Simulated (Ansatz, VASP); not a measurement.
**Bi3O in VASP and in Ansatz**

```
CELL_PARAMETERS angstrom
4.84265 0.00000 0.00000
0.00000 4.84265 0.00000
0.00000 0.00000 4.84265
ATOMIC_POSITIONS crystal
Bi 0.00000 0.50000 0.50000
Bi 0.50000 0.00000 0.50000
Bi 0.50000 0.50000 0.00000
O 0.50000 0.50000 0.50000
```

Alike in both runs: task relaxation of cell and atoms; functional PBE; k mesh 4 × 4 × 4; occupations gaussian, width 0.1 eV; no spin polarisation.

|  | VASP | Ansatz |
| --- | --- | --- |
| version | VASP 6.6.1 | Ansatz 0.2.0 |
| potentials or method | VASP PAW PBE potentials, release 64 (Bi_d, O), cutoff 600 eV | scalar-relativistic, plane waves, PAW |
| valence electrons in the cell | 51 | 51 |

VASP gave:

```
gap on the k mesh at the Fermi level, each at its own relaxed structure (eV) : none
relaxed volume (Å³/atom)                                                     : 30.77
relaxed length of the cell vector where the two differ most in proportion (Å)              : 4.974
```

Estimate Ansatz's values.

gap on the k mesh at the Fermi level, each at its own relaxed structure (eV): none; relaxed volume (Å³/atom): 30.73; relaxed length of the cell vector where the two differ most in proportion (Å): 4.972.

A gap of «none» marks a metal or a gap that the smearing closes.

Neither program's run includes spin-orbit coupling.
